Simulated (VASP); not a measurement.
A run of VASP 6.6.1 is set up as follows.

Contents of INCAR:

```
  PREC = Accurate
  ENCUT = 520
  EDIFF = 1E-6
  ISMEAR = -1
  SIGMA = 0.05
  LREAL = False
  LASPH = True
  NELM = 60
  ALGO = Normal
  ISIF = 2
  LWAVE = False
  LCHARG = False
  NBANDS = 20
```

KPOINTS

```
regular mesh
0
Gamma
  10 8 7
```

POSCAR

```
Ga
1.0
    2.7597743949      0.0000000000      0.0000000000
    0.0000000000      3.2595839063      0.0000000000
   -1.3344145108      0.0000000000      3.9634920125
Ga
2
Direct
    0.1345962700      0.7500000000      0.7701668300
    0.8654037300      0.2500000000      0.2298331700
```

Potentials or basis: VASP PAW LDA potentials, release 64 (Ga_d).

Launch:

```console
$ cat potpaw_LDA.64/Ga_d/POTCAR > POTCAR
$ mpirun -np 1 vasp_std > vasp.out
```

Problem. Estimate the pressure.

Solution. -1.6 GPa.

Problem. Estimate the band gap on the k mesh.

Solution. Zero (band 13 reaches 9.99 eV, above the bottom of band 14 at 1.59 eV).

Stress tensor (GPa, compression positive):
```
-1.07  0.00 -0.41
 0.00 -2.45  0.00
-0.41  0.00 -1.39
```
